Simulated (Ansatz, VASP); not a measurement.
# Two plane-wave programs on BaTe

File INCAR:

```
SYSTEM = BaTe
  PREC = Accurate
  ENCUT = 520
  EDIFF = 1E-6
  ISMEAR = 0
  SIGMA = 0.01
  LREAL = .FALSE.
  LASPH = .TRUE.
  NELM = 100
  ALGO = Normal
  ISIF = 2
  LWAVE = .FALSE.
  LCHARG = .FALSE.
  GGA = PE
  NBANDS = 15
```

Contents of KPOINTS:

```
regular mesh
0
G
  6 6 6
  0 0 0
```

File POSCAR:

```
BaTe
1.0
    0.0000000000      3.5323792142      3.5323792142
    3.5323792142      0.0000000000      3.5323792142
    3.5323792142      3.5323792142      0.0000000000
Ba Te
1 1
Direct
    0.0000000000      0.0000000000      0.0000000000
    0.5000000000      0.5000000000      0.5000000000
```

Input for Ansatz:

```yaml
crystal:
  lattice:
    - [0.0, 3.5323792142, 3.5323792142]
    - [3.5323792142, 0.0, 3.5323792142]
    - [3.5323792142, 3.5323792142, 0.0]
  atoms:
    - { symbol: Ba, position: [0.0, 0.0, 0.0] }
    - { symbol: Te, position: [0.5, 0.5, 0.5] }
kpoints:
  mp_grid: { grid: [6, 6, 6] }
  band_path:
    path:
      - [0.0, 0.0, 0.0]
      - [0.5, 0.0, 0.5]
      - [0.625, 0.25, 0.625]
      - [0.375, 0.375, 0.75]
      - [0.5, 0.5, 0.5]
      - [0.5, 0.25, 0.75]
      - [0.0, 0.5, 0.5]
    npoints: 1
hamiltonian:
  xc: pbe
scf:
  occupations: { method: fixed }
  n_extra_bands: 4
output:
  forces: true
  stress: true
  eigenvalues: true
```

Alike in both runs: task single point; functional PBE; k mesh 6 × 6 × 6; no spin polarisation.

|  | VASP | Ansatz |
| --- | --- | --- |
| version | VASP 6.6.1 | Ansatz 0.2.0 |
| potentials or method | VASP PAW PBE potentials, release 64 (Ba_sv, Te) | plane waves, PAW |
| plane-wave cutoff (eV) | 520 | 420 |
| occupations | gaussian, width 0.01 eV | fixed |
| valence electrons in the cell | 16 | 26 |

|  | VASP | Ansatz | Ansatz less VASP |
| --- | --- | --- | --- |
| gap on the k mesh at the Fermi level (eV) | 1.58 | 1.65 | +0.077 |
| pressure (GPa) | 0.3 | 0.0 | -0.30 |

VASP's potentials hold 16 valence electrons a cell and Ansatz's 26, so a difference there can come from the potentials and not from the codes.

Neither program's run includes spin-orbit coupling.
